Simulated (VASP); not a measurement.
Wanted: the native input for a VASP 6.6.1 run.

```yaml
Task: relaxation of cell and atoms
Functional: PBE
Potentials_or_basis: VASP PAW PBE potentials, release 64 (Li_sv, H_h)
Cutoff: 1230 eV
k_mesh: 6 × 6 × 6
Occupations: gaussian, width 0.1 eV
Spin: no spin polarisation
Dipole_correction: no
Further_INCAR_settings: ALGO = Normal; EDIFF = 1e-07; IBRION = 2; EDIFFG = -0.04; NSW = 90; ISIF = 3
```

The structure of LiH2 lies in POSCAR:

```
LiH2
1.0
   -2.3299656028      2.3299656028      2.4555691045
    2.3299656028     -2.3299656028      2.4555691045
    2.3299656028      2.3299656028     -2.4555691045
Li H
2 4
Direct
    0.0000000000      0.5000000000      0.5000000000
    0.5000000000      0.0000000000      0.5000000000
    0.2500000000      0.3750000000      0.6250000000
    0.3750000000      0.7500000000      0.1250000000
    0.6250000000      0.2500000000      0.8750000000
    0.7500000000      0.6250000000      0.3750000000
```

The cell was generated, and may not be a known phase.

These files were run (other wordings do the same):

INCAR

```
SYSTEM = LiH2
PREC = Accurate
ENCUT = 1230
EDIFF = 1E-7
ISMEAR = 0
SIGMA = 0.1
LREAL = .FALSE.
LASPH = .TRUE.
NELM = 120
ALGO = Normal
ISIF = 3
LWAVE = .FALSE.
LCHARG = .FALSE.
GGA = PE
IBRION = 2
NSW = 90
EDIFFG = -0.04
GGA_COMPAT = .FALSE.
NELMIN = 4
```

KPOINTS

```
regular mesh
0
G
  6 6 6
  0 0 0
```

Potentials or basis: VASP PAW PBE potentials, release 64 (Li_sv, H_h).

The run is started by

```console
$ cat potpaw_PBE.64/Li_sv/POTCAR potpaw_PBE.64/H_h/POTCAR > POTCAR
$ mpirun -np 1 vasp_std > vasp.out
```

It gave:

The relaxed volume is 12.13 Å³/atom and the relaxed cell is a = 4.634 Å, b = 4.634 Å, c = 4.634 Å, α = 117.55°, β = 117.55°, γ = 94.30°. The space group after relaxing (to 0.1 Å) is I4/mmm (No. 139), the energy gained by relaxing is 670.9 meV/atom and the ionic steps are 16. The pressure after relaxing is 0.1 GPa. The largest force after relaxing is 0.016 eV/Å and the band gap on the k mesh is 1.51 eV (least direct gap 1.75 eV).

Caveat: the volume moved by over 15 % at a fixed basis, so the end points are rough.

It took 18 min on 1 thread of AMD EPYC 7R43 64-Core Processor (Zen 3), with other jobs on the host, peak memory 0.31 GiB.
